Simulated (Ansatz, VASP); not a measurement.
**Two plane-wave programs on ZrO2**

```
Zr O
1.0
     0.00000    2.53205    2.53205
     2.53205    0.00000    2.53205
     2.53205    2.53205    0.00000
Zr O
1 2
Direct
  0.00000 0.00000 0.00000
  0.25000 0.25000 0.25000
  0.75000 0.75000 0.75000
```

Alike in both runs: task single point; functional PBEsol; k mesh 12 × 12 × 12; occupations gaussian, width 0.02 eV; no spin polarisation.

```csv
,VASP,Ansatz
version,VASP 6.6.1,Ansatz 0.2.0
potentials or method,"VASP PAW PBE potentials, release 64 (Zr_sv, O), cutoff 600 eV","scalar-relativistic, plane waves, PAW"
valence electrons in the cell,24,24
```

|  | VASP | Ansatz | Ansatz less VASP |
| --- | --- | --- | --- |
| gap on the k mesh at the Fermi level (eV) | 3.32 | 3.33 | +0.005 |
| least direct gap on the mesh (eV) | 3.76 | 3.76 | +0.003 |
| pressure (GPa) | 0.2 | 0.0 | -0.24 |

VASP's potentials were made for PBE, not for PBEsol.
